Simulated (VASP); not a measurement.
# RbVTe3 in VASP: single point with PBE

Aim: the single point of RbVTe3 with PBE.

Program: VASP 6.6.1. These are calculated values, not measurements. Logs are shortened: lines on timing, memory, paths and dates and some standing lists are left out, and cuts for length are marked.

## Step 1: The cell of the first run

The typed cell holds 10 atoms: a = 7.328 Å, b = 7.328 Å, c = 6.220 Å, α = 90.00°, β = 90.00°, γ = 120.00°.

## Step 2: Single point, PBE, collinear spin, ferromagnetic start

File INCAR:

```
SYSTEM = RbVTe3
PREC = Accurate
ENCUT = 520
EDIFF = 1E-7
ISMEAR = -1
SIGMA = 0.0125
LREAL = .False.
LASPH = .True.
NELM = 150
ALGO = Normal
ISIF = 2
LWAVE = .False.
LCHARG = .False.
ISPIN = 2
MAGMOM = 0.2 0.2 0.2 0.2 0.2 0.2 0.2 0.2 0.2 0.2
LORBIT = 11
LMAXMIX = 4
GGA = PE
NBANDS = 55
```

File KPOINTS:

```
regular mesh
0
Gamma
  3 3 3
  0 0 0
```

File POSCAR:

```
RbVTe3
1.0
    7.3283000000      0.0000000000      0.0000000000
   -3.6641500000      6.3464990000      0.0000000000
    0.0000000000      0.0000000000      6.2203770000
Rb Te V
2 6 2
Direct
    0.3333000000      0.6667000000      0.7500000000
    0.6666000000      0.3333000000      0.2500000000
    0.1640000000      0.3280000000      0.2500000000
    0.8360000000      0.1640000000      0.7500000000
    0.6720000000      0.8360000000      0.2500000000
    0.8360000000      0.6720000000      0.7500000000
    0.1640000000      0.8360000000      0.2500000000
    0.3280000000      0.1640000000      0.7500000000
    0.0000000000      0.0000000000      0.0000000000
    0.0000000000      0.0000000000      0.5000000000
```

Potentials or basis: VASP PAW PBE potentials, release 64 (Rb_sv, Te, V_sv).

Command:

```console
$ cat potpaw_PBE.64/Rb_sv/POTCAR potpaw_PBE.64/Te/POTCAR potpaw_PBE.64/V_sv/POTCAR > POTCAR
$ mpirun -np 1 vasp_std > vasp.out
```

OUTCAR:

```text
SYSTEM = RbVTe3
   PREC = Accurate
   ENCUT = 520
   EDIFF = 1E-7
   ISMEAR = -1
   LREAL = .False.
   LASPH = .True.
   NELM = 150
   ISIF = 2
   ISPIN = 2
   LORBIT = 11
   GGA = PE

 ion  position               nearest neighbor table
   1  0.333  0.667  0.750-   6 3.66   8 3.66   4 3.66   4 3.66   6 3.66   8 3.66   7 3.78   7 3.78
                             5 3.78   5 3.78   3 3.78   3 3.78   2 5.25   2 5.25   2 5.25   2 5.25
   2  0.667  0.333  0.250-   3 3.66   7 3.66   5 3.66   5 3.66   3 3.66   7 3.66   8 3.78   8 3.78
                             4 3.78   4 3.78   6 3.78   6 3.78   1 5.25   1 5.25   1 5.25   1 5.25
   3  0.164  0.328  0.250-   9 2.60  10 2.60   5 3.61   7 3.61   2 3.66   2 3.66   1 3.78   1 3.78

   4  0.836  0.164  0.750-   9 2.60  10 2.60   8 3.61   6 3.61   1 3.66   1 3.66   2 3.78   2 3.78

   5  0.672  0.836  0.250-   9 2.60  10 2.60   7 3.61   3 3.61   2 3.66   2 3.66   1 3.78   1 3.78

   6  0.836  0.672  0.750-   9 2.60  10 2.60   4 3.61   8 3.61   1 3.66   1 3.66   2 3.78   2 3.78

   7  0.164  0.836  0.250-   9 2.60  10 2.60   5 3.61   3 3.61   2 3.66   2 3.66   1 3.78   1 3.78

   8  0.328  0.164  0.750-   9 2.60  10 2.60   4 3.61   6 3.61   1 3.66   1 3.66   2 3.78   2 3.78

   9  0.000  0.000  0.000-   4 2.60   5 2.60   7 2.60   8 2.60   3 2.60   6 2.60
  10  0.000  0.000  0.500-   4 2.60   5 2.60   7 2.60   8 2.60   3 2.60   6 2.60

  LATTYP: Found a hexagonal cell.
 ALAT       =     7.3283000000
 C/A-ratio  =     0.8488158236

  Lattice vectors:

 A1 = (   7.3283000000,   0.0000000000,   0.0000000000)
 A2 = (  -3.6641500000,   6.3464990000,   0.0000000000)
 A3 = (   0.0000000000,   0.0000000000,   6.2203770000)

Analysis of symmetry for initial positions (statically):
=====================================================================
 Subroutine PRICEL returns:
 Original cell was already a primitive cell.

 Routine SETGRP: Setting up the symmetry group for a
 hexagonal supercell.

 Subroutine GETGRP returns: Found  4 space group operations
 (whereof  2 operations were pure point group operations)
 out of a pool of 24 trial point group operations.

The static configuration has the point symmetry C_2 .
 The point group associated with its full space group is C_2v.

Analysis of symmetry for dynamics (positions and initial velocities):
=====================================================================
 Subroutine PRICEL returns:
 Original cell was already a primitive cell.

 Routine SETGRP: Setting up the symmetry group for a
 hexagonal supercell.
[... 167 lines left out ...]

 E-fermi :   5.6127     XC(G=0):  -9.3606

 val. band max:        5.6042591884   @ k =   0.3333  -0.0000   0.3333
 cond. band min:       5.6421395642   @ k =   0.3333  -0.0000   0.0000
 fundamental gap:      0.0378803758
 Fermi energy:         5.6126675024

 spin component 1

 k-point     1 :       0.0000    0.0000    0.0000
  band No.  band energies     occupation
      1     -59.1000      1.00000
      2     -59.0895      1.00000
      3     -33.0312      1.00000
      4     -33.0312      1.00000
      5     -33.0139      1.00000
      6     -33.0139      1.00000
[... 429 lines left out ...]
     51      10.1029      0.00000
     52      10.7213      0.00000
 Fermi energy:         5.6126675024

 spin component 2

 k-point     1 :       0.0000    0.0000    0.0000
  band No.  band energies     occupation
      1     -58.0203      1.00000
      2     -58.0092      1.00000
      3     -32.0606      1.00000
      4     -31.9272      1.00000
      5     -31.8980      1.00000
      6     -31.8980      1.00000
[... 429 lines left out ...]
     51      10.1926      0.00000
     52      10.7824      0.00000
 [bands above 52 left out]

------------------------ aborting loop because EDIFF is reached ----------------------------------------

  FORCE on cell =-STRESS in cart. coord.  units (eV):
  Direction    XX          YY          ZZ          XY          YZ          ZX
  --------------------------------------------------------------------------------------
  -------------------------------------------------------------------------------------
  Total       12.0039247     12.0036711      9.7854382      0.0000000      0.0000000      0.0000000
  in kB       66.4782658     66.4768614     54.1921897      0.0000000      0.0000000      0.0000000
  external PRESSURE =      62.3824390 kB  Pullay stress =       0.0000000 kB

 VOLUME and BASIS-vectors are now :
 -----------------------------------------------------------------------------
  energy-cutoff  :      520.00
  volume of cell :      289.30
      direct lattice vectors                 reciprocal lattice vectors
     7.328300000  0.000000000  0.000000000     0.136457296  0.078783594  0.000000000
    -3.664150000  6.346499000  0.000000000     0.000000000  0.157567188  0.000000000
     0.000000000  0.000000000  6.220377000     0.000000000  0.000000000  0.160761960

 POSITION                                       TOTAL-FORCE (eV/Angst)
 -----------------------------------------------------------------------------------
     -0.00037      4.23121      4.66528         0.000722     -0.000436     -0.000000
      3.66378      2.11529      1.55509         0.000722      0.000436     -0.000000
      0.00000      2.08165      1.55509        -0.000461      1.206808     -0.000000
      5.52554      1.04083      4.66528        -1.045093      0.603431     -0.000000
      1.86139      5.30567      1.55509        -1.045093     -0.603431     -0.000000
      3.66415      4.26485      4.66528        -0.000461     -1.206808     -0.000000
     -1.86139      5.30567      1.55509         1.044828     -0.603810     -0.000000
      1.80276      1.04083      4.66528         1.044828      0.603810      0.000000
      0.00000      0.00000      0.00000         0.000004      0.000000     -0.000000
      0.00000      0.00000      3.11019         0.000004      0.000000     -0.000000
 -----------------------------------------------------------------------------------
    total drift:                               -0.000000      0.000000      0.000000

  FREE ENERGIE OF THE ION-ELECTRON SYSTEM (eV)
  ---------------------------------------------------
  free  energy   TOTEN  =       -42.9186887263 eV

  energy  without entropy=      -42.9129136176  energy(sigma->0) =      -42.91580117

 total charge

# of ion       s       p       d       tot
------------------------------------------
    1        1.943   5.341   0.036   7.320
    2        1.943   5.341   0.036   7.320
    3        1.390   2.007   0.038   3.435
    4        1.390   2.007   0.038   3.435
    5        1.390   2.007   0.038   3.435
    6        1.390   2.007   0.038   3.435
    7        1.390   2.007   0.038   3.435
    8        1.390   2.007   0.038   3.435
    9        2.246   6.213   3.173  11.631
   10        2.246   6.213   3.173  11.631
--------------------------------------------------
tot         16.719  35.150   6.647  58.516

 magnetization (x)

# of ion       s       p       d       tot
------------------------------------------
    1        0.001  -0.003  -0.002  -0.005
    2        0.001  -0.003  -0.002  -0.005
    3       -0.003  -0.100   0.004  -0.099
    4       -0.003  -0.100   0.004  -0.099
    5       -0.003  -0.100   0.004  -0.099
    6       -0.003  -0.100   0.004  -0.099
    7       -0.003  -0.100   0.004  -0.099
    8       -0.003  -0.100   0.004  -0.099
    9        0.012   0.012   1.076   1.101
   10        0.012   0.012   1.076   1.101
--------------------------------------------------
tot          0.006  -0.579   2.173   1.599
```

stdout:

```text
POSCAR found type information on POSCAR RbTeV
 POSCAR found :  3 types and      10 ions
 scaLAPACK will be used
 LDA part: xc-table for (Slater+PW92), standard interpolation
 POSCAR, INCAR and KPOINTS ok, starting setup
 FFT: planning ... GRIDC
 FFT: planning ... GRID_SOFT
 FFT: planning ... GRID
 WAVECAR not read
 entering main loop
```

Run time: 12 min. Hardware: 1 thread of Oxide Virtual Turin-like, shared host; peak memory 0.57 GiB.

Results:

```yaml
Free_energy: -42.9187 eV
Pressure: 6.2 GPa
Largest_force: 1.207 eV/Å
Net_moment: 1.52 μB per cell
Site_moments: Rb -0.01; Te -0.10; V +1.10 μB
Valence_electrons_inside_the_program's_atomic_spheres: Rb 7.32; Te 3.44; V 11.63
```

Forces on the atoms (eV/Å):
```
Rb   0.001  0.000  0.000
Rb   0.001  0.000  0.000
Te   0.000  1.207  0.000
Te  -1.045  0.603  0.000
Te  -1.045 -0.603  0.000
Te   0.000 -1.207  0.000
Te   1.045 -0.604  0.000
Te   1.045  0.604  0.000
V    0.000  0.000  0.000
V    0.000  0.000  0.000
```

Caveat: the cell stands under pressure; spin-orbit coupling is left out, which moves the levels of the heavy elements; forces of over 1 eV/Å act on the atoms, so gaps and moduli don't describe the material at rest.
